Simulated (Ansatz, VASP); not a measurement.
## Zn: VASP beside Ansatz

File INCAR:

```
SYSTEM = Zn
ALGO = Normal
EDIFF = 1E-7
EDIFFG = -0.001
ENCUT = 600
IBRION = 2
ISIF = 3
ISMEAR = -1
LASPH = .TRUE.
LCHARG = .FALSE.
LREAL = .FALSE.
LWAVE = .FALSE.
NELM = 60
NSW = 80
PREC = Accurate
SIGMA = 0.15
```

KPOINTS

```
k-points
0
G
  15 15 8
  0 0 0
```

File POSCAR:

```
Zn
1.0
    2.5487196436      0.0000000000      0.0000000000
   -1.2743598218      2.2072559584      0.0000000000
    0.0000000000      0.0000000000      4.8625857264
Zn
2
Direct
    0.3333333333      0.6666666667      0.2500000000
    0.6666666667      0.3333333333      0.7500000000
```

Input for Ansatz:

```yaml
crystal:
  lattice:
    - [2.5487196436, 0.0, 0.0]
    - [-1.2743598218, 2.2072559584, 0.0]
    - [0.0, 0.0, 4.8625857264]
  atoms:
    - { symbol: Zn, position: [0.3333333333, 0.6666666667, 0.25] }
    - { symbol: Zn, position: [0.6666666667, 0.3333333333, 0.75] }
basis:
  ecutwfc: 600.0
kpoints:
  mp_grid: { grid: [15, 15, 8] }
hamiltonian:
  xc: lda
  pseudopotentials: { kind: paw, azcp: { folder: soft_1 } }
scf:
  occupations: { method: fermi_dirac, width: 0.15 }
output:
  forces: true
  stress: true
  eigenvalues: true
relax:
  adjacent_minimum: "off"
  f_tol: 0.001
  max_steps: 60
  cell: { stress_tol: 0.01 }
```

Alike in both runs: task relaxation of cell and atoms; functional LDA; k mesh 15 × 15 × 8; occupations fermi-dirac, width 0.15 eV; no spin polarisation.

|  | VASP | Ansatz |
| --- | --- | --- |
| version | VASP 6.6.1 | Ansatz 0.2.0 |
| potentials or method | VASP PAW LDA potentials, release 64 (Zn), cutoff 600 eV | scalar-relativistic, plane waves, PAW |
| valence electrons in the cell | 24 | 24 |

Ansatz gave:

- gap on the k mesh at the Fermi level, each at its own relaxed structure (eV): none
- relaxed volume (Å³/atom): 13.69
- relaxed cell length with the largest relative difference (Å): 2.549

Which values does VASP return?

gap on the k mesh at the Fermi level, each at its own relaxed structure (eV): none; relaxed volume (Å³/atom): 13.78; relaxed cell length with the largest relative difference (Å): 2.556.

Ansatz warns that its potentials were made for another functional, while VASP's fit it. LDA's correlation is that of Perdew and Zunger in VASP and of Perdew and Wang (1992) in Ansatz. A gap of «none» marks a metal or a gap that the smearing closes.
